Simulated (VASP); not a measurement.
# Hf (Fm-3m) in VASP: a series of runs, part 2 of 2

VASP 6.6.1. The steps go on from the part before.

## Step 5: Relaxation of cell and atoms, PBEsol, target pressure 71 GPa, at which the enthalpy is minimised

Input file INCAR:

```
SYSTEM = Hf
ALGO     = Normal         ! electronic algorithm
EDIFF    = 1E-7           ! SCF threshold, eV
EDIFFG   = -0.005         ! ionic threshold
ENCUT    = 600            ! plane-wave cutoff, eV
GGA      = PS             ! functional
IBRION   = 2              ! ionic algorithm
ISIF     = 3              ! what is computed and relaxed
ISMEAR   = -1             ! smearing method
LASPH    = .TRUE.         ! aspherical terms in the spheres
LCHARG   = .FALSE.        ! write CHGCAR
LREAL    = .FALSE.        ! projectors in reciprocal space
LWAVE    = .FALSE.        ! write WAVECAR
NELM     = 60             ! most SCF steps
NSW      = 60             ! ionic steps
PREC     = Accurate       ! precision mode
PSTRESS  = 710.0        
SIGMA    = 0.1            ! smearing width, eV
```

Input file KPOINTS:

```
k-points
0
G
  17 17 17
  0 0 0
```

Input file POSCAR:

```
Hf
1.0
    0.0000000000      1.9617961353      1.9617961353
    1.9617961353      0.0000000000      1.9617961353
    1.9617961353      1.9617961353      0.0000000000
Hf
1
Direct
    0.0000000000      0.0000000000      0.0000000000
```

On the command line:

```sh
$ cat potpaw_PBE.64/Hf_pv/POTCAR > POTCAR
$ mpirun -np 1 vasp_std > vasp.out
```

Wall time 19 s (1 thread of Intel Xeon 6975P-C (Granite Rapids), shared host); peak memory 0.16 GiB.

It converged, with:

| Quantity | Value |
| --- | --- |
| Free energy | -9.3568 eV |
| Relaxed volume | 15.05 Å³/atom |
| Relaxed cell | a = 2.771 Å, b = 2.771 Å, c = 2.771 Å, α = 60.00°, β = 60.00°, γ = 60.00° |
| Space group after relaxing (to 0.1 Å) | Fm-3m (No. 225) |
| Energy change on relaxing (the run minimises the enthalpy) | +22.5 meV/atom |
| Ionic steps | 3 |
| Pressure after relaxing | 71.0 GPa |
| Band gap on the k mesh | zero (bands 5 and 6 overlap by 2.04 eV) |

Step by step:
```
step  energy change (eV)  largest force (eV/Å)  pressure (GPa)  volume (Å³)
   1              0.0000                0.0000           69.92        15.10
   2              0.0998                0.0000           74.72        14.88
   3              0.0225                0.0000           70.99        15.05
```

Final structure:
```
Hf
1.0
     0.00000    1.95958    1.95958
     1.95958    0.00000    1.95958
     1.95958    1.95958    0.00000
Hf
1
Direct
  0.00000 0.00000 0.00000
```

Levels at points of the mesh, in eV from the Fermi level:
| k point | band 1 | band 2 | band 3 | band 4 | band 5 | band 6 | band 7 | band 8 | band 9 |
| --- | --- | --- | --- | --- | --- | --- | --- | --- | --- |
| (0.00, 0.00, 0.00) | -28.56 | -28.56 | -28.56 | -8.33 | 1.31 | 1.31 | 1.31 | 5.85 | 5.85 |

Caveat: the cell is relaxed towards a set pressure, so the run minimises the enthalpy, not the energy; the PAW data sets were made with another functional, which shifts forces and pressure a little; spin-orbit coupling is left out, which moves the levels of the heavy elements.

## Step 6: Relaxation of cell and atoms, PBEsol, target pressure 71 GPa, at which the enthalpy is minimised

Input file INCAR:

```
SYSTEM = Hf
  PREC = Accurate
  ENCUT = 600
  EDIFF = 1E-6
  ISMEAR = -1
  SIGMA = 0.1
  LREAL = .FALSE.
  LASPH = .TRUE.
  NELM = 60
  ALGO = Normal
  ISIF = 3
  LWAVE = .FALSE.
  LCHARG = .FALSE.
  GGA = PS
  IBRION = 2
  NSW = 32
  EDIFFG = -0.005
  PSTRESS = 710.0
```

Input file KPOINTS:

```
Automatic mesh
0
G
  17 17 17
  0 0 0
```

Input file POSCAR:

```
Hf
1.0
    0.0000000000      1.9613470989      1.9613470989
    1.9613470989      0.0000000000      1.9613470989
    1.9613470989      1.9613470989      0.0000000000
Hf
1
Direct
    0.0000000000      0.0000000000      0.0000000000
```

Potentials or basis: VASP PAW PBE potentials, release 64 (Hf_pv).

On the command line:

```sh
$ cat potpaw_PBE.64/Hf_pv/POTCAR > POTCAR
$ mpirun -np 1 vasp_std > vasp.out
```

Run time: 19 s. Hardware: 1 thread of Intel Xeon 6975P-C (Granite Rapids), shared host; peak memory 0.16 GiB.

The run converged. Its results:

```
Free energy                                                : -9.3568 eV
Relaxed volume                                             : 15.05 Å³/atom
Relaxed cell                                               : a = 2.771 Å, b = 2.771 Å, c = 2.771 Å, α = 60.00°, β = 60.00°, γ = 60.00°
Space group after relaxing (to 0.1 Å)                      : Fm-3m (No. 225)
Energy change on relaxing (the run minimises the enthalpy) : +18.0 meV/atom
Ionic steps                                                : 3
Pressure after relaxing                                    : 71.0 GPa
Band gap on the k mesh                                     : zero (bands 5 and 6 overlap by 2.04 eV)
```

The path:
| step | energy change (eV) | largest force (eV/Å) | pressure (GPa) | volume (Å³) |
| --- | --- | --- | --- | --- |
| 1 | 0.0000 | 0.0000 | 70.14 | 15.09 |
| 2 | 0.0790 | 0.0000 | 73.94 | 14.91 |
| 3 | 0.0180 | 0.0000 | 71.00 | 15.05 |

Final structure:
```cif
data_structure
_symmetry_space_group_name_H-M 'P 1'
_symmetry_Int_Tables_number 1
_cell_length_a 2.7713
_cell_length_b 2.7713
_cell_length_c 2.7713
_cell_angle_alpha 60.000
_cell_angle_beta 60.000
_cell_angle_gamma 60.000
_cell_volume 15.05
loop_
_atom_site_label
_atom_site_type_symbol
_atom_site_fract_x
_atom_site_fract_y
_atom_site_fract_z
_atom_site_occupancy
Hf1 Hf 0.00000 0.00000 0.00000 1
```

Levels at points of the mesh, in eV from the Fermi level:
| k point | band 2 | band 3 | band 4 | band 5 | band 6 | band 7 | band 8 | band 9 |
| --- | --- | --- | --- | --- | --- | --- | --- | --- |
| (0.00, 0.00, 0.00) | -28.56 | -28.56 | -8.33 | 1.31 | 1.31 | 1.31 | 5.85 | 5.85 |

Caveat: the cell is relaxed towards a set pressure, so the run minimises the enthalpy, not the energy; the PAW data sets were made with another functional, which shifts forces and pressure a little; spin-orbit coupling is left out, which moves the levels of the heavy elements.

## Step 7: Summary

| task | cell | k mesh | cutoff (eV) | gap on the mesh (eV) | pressure (GPa) |
| --- | --- | --- | --- | --- | --- |
| single point | a = 2.774 Å, angles 60.0°, 1 atom | 17 × 17 × 17 | 500 | none | 70.0 |
| single point | a = 3.126 Å, angles 60.0°, 1 atom | 15 × 15 × 15 | 500 | none | -0.4 |
| relaxation of cell and atoms | relaxed from a = 3.127 Å, angles 60.0°, 1 atom | 15 × 15 × 15 | 500 | none | 0.0 |
| relaxation of cell and atoms | relaxed to 71 GPa from a = 2.774 Å, angles 60.0°, 1 atom | 17 × 17 × 17 | 600 | none | 71.0 |

Alike in all rows: level PBEsol; potentials or basis VASP PAW PBE potentials, release 64 (Hf_pv); no spin polarisation; smearing fermi-dirac 0.1 eV.

Caveats: the PAW data sets were made with another functional, which shifts forces and pressure a little; spin-orbit coupling is left out, which moves the levels of the heavy elements; the cell stands under pressure (at least some runs); the cell is relaxed towards a set pressure, so the run minimises the enthalpy, not the energy (at least some runs).

Absolute energies hang on the potentials; compare differences alone.
